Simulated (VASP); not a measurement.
A run of VASP 6.6.1 is set up as follows.

The input INCAR:

```
  ALGO = Normal
  EDIFF = 1E-7
  ENCUT = 520
  GGA = PE
  ISIF = 2
  ISMEAR = 0
  LASPH = True
  LCHARG = False
  LREAL = False
  LWAVE = False
  NBANDS = 34
  NELM = 80
  PREC = Accurate
  SIGMA = 0.1
```

The input KPOINTS:

```
k-points
0
Gamma
  6 6 6
```

File POSCAR:

```
ScAlN2
1.0
   -2.1994841100      2.1994841100      4.1986212700
    2.1994841100     -2.1994841100      4.1986212700
    2.1994841100      2.1994841100     -4.1986212700
Sc Al N
2 2 4
Direct
    0.7500000000      0.2500000000      0.5000000000
    0.0000000000      0.0000000000      0.0000000000
    0.2500000000      0.7500000000      0.5000000000
    0.5000000000      0.5000000000      0.0000000000
    0.4875140000      0.9875140000      0.5000000000
    0.2624860000      0.2624860000      0.0000000000
    0.0124860000      0.5124860000      0.5000000000
    0.7375140000      0.7375140000      0.0000000000
```

Potentials or basis: VASP PAW PBE potentials, release 64 (Sc_sv, Al, N).

The run is started by

```bash
$ cat potpaw_PBE.64/Sc_sv/POTCAR potpaw_PBE.64/Al/POTCAR potpaw_PBE.64/N/POTCAR > POTCAR
$ mpirun -np 1 vasp_std > vasp.out
```

**Question.** Predict the pressure.

**Answer.** 0.0 GPa.

**Question.** Estimate the band gap on the k mesh.

**Answer.** 0.96 eV (least direct gap 1.05 eV).

Forces in eV/Å, atoms in the order of the input:
```
Sc   0.000  0.000  0.000
Sc   0.000  0.000  0.000
Al   0.000  0.000  0.000
Al   0.000  0.000  0.000
N    0.000  0.000  0.003
N    0.000  0.000 -0.003
N    0.000  0.000 -0.003
N    0.000  0.000  0.003
```

A k mesh can miss the band edges.
